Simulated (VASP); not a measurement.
Rh: single point with PBE

Crystal: Rh.

```
Rh
1.0
     4.33874    0.00000    0.00000
    -2.16937    3.75746    0.00000
     0.00000    0.00000    2.66256
Rh
3
Direct
  0.00000 0.00000 0.00000
  0.33333 0.66667 0.50000
  0.66667 0.33333 0.50000
```

This isn't the form of Rh at room conditions, which is fcc.

```json
{
  "Program": "VASP 6.6.1",
  "Task": "single point",
  "Functional": "PBE",
  "Potentials or basis": "VASP PAW PBE potentials, release 64 (Rh_pv)",
  "Cutoff": "520 eV",
  "k mesh": "11 × 11 × 16",
  "Occupations": "fermi-dirac, width 0.1 eV",
  "Spin": "no spin polarisation"
}
```

The pressure is 0.0 GPa and the band gap on the k mesh is zero (an odd number of electrons rules out a gap without spin polarisation).

Stress tensor (GPa, compression positive):
```
 0.28  0.00  0.00
 0.00  0.28  0.00
 0.00  0.00 -0.56
```

Levels at points of the mesh, in eV from the Fermi level:
```tsv
k point	band 20	band 21	band 22	band 23	band 24	band 25	band 26	band 27
(0.00, 0.00, 0.00)	-1.57	-1.57	-1.50	-1.50	0.72	0.72	8.25	8.25
(0.00, 0.00, 0.50)	-0.05	-0.05	0.34	0.34	1.45	2.69	3.51	9.54
```

It took 110 s on 1 thread of AMD EPYC 9R45 (Zen 5), on a shared host, peak memory 0.21 GiB.
